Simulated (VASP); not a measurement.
Input of a VASP 6.6.1 run:

File INCAR:

```
PREC = Accurate ; ENCUT = 600
EDIFF = 1E-7 ; ISMEAR = -1
SIGMA = 0.03 ; LREAL = F
LASPH = T ; NELM = 80
ALGO = Normal ; ISIF = 3
LWAVE = F ; LCHARG = F
GGA = PS ; IBRION = 2
NSW = 100 ; EDIFFG = -0.01
```

KPOINTS

```
Automatic mesh
0
Gamma
  6 6 4
```

Contents of POSCAR:

```
NaScTe2
1.0
    4.5003577743      0.0000000000      0.0000000000
    0.0000000000      4.5003577743      0.0000000000
    0.0000000000      0.0000000000      6.3644670000
Na Te Sc
1 2 1
Direct
    0.0000000000      0.0000000000      0.0000000000
    0.0000000000      0.0000000000      0.5000000000
    0.5000000000      0.5000000000      0.0000000000
    0.5000000000      0.5000000000      0.5000000000
```

Potentials or basis: VASP PAW PBE potentials, release 64 (Na_pv, Te, Sc_sv).

Command:

```sh
$ cat potpaw_PBE.64/Na_pv/POTCAR potpaw_PBE.64/Te/POTCAR potpaw_PBE.64/Sc_sv/POTCAR > POTCAR
$ mpirun -np 1 vasp_std > vasp.out
```

**Question.** Estimate the band gap on the k mesh.

**Answer.** Zero (bands 15 and 16 overlap by 0.44 eV).

**Question.** What does it give for the relaxed volume?

**Answer.** 26.46 Å³/atom.

**Question.** Estimate the relaxed cell.

**Answer.** a = 4.249 Å, b = 4.249 Å, c = 5.861 Å, α = 90.00°, β = 90.00°, γ = 90.00°.

Step by step:
```
step  energy change (eV)  largest force (eV/Å)  pressure (GPa)  volume (Å³)
   1              0.0000                0.0000           -6.31       128.90
   2             -0.5628                0.0000           -0.38       106.61
   3             -0.5638                0.0000           -0.01       105.82
   4             -0.5638                0.0000           -0.02       105.83
```

Caveat: the volume moved by over 15 % at a fixed basis, so the end points are rough; semilocal functionals underestimate gaps, and a narrow one can read as zero; the PAW data sets were made with another functional, which shifts forces and pressure a little; spin-orbit coupling is left out, which moves the levels of the heavy elements.
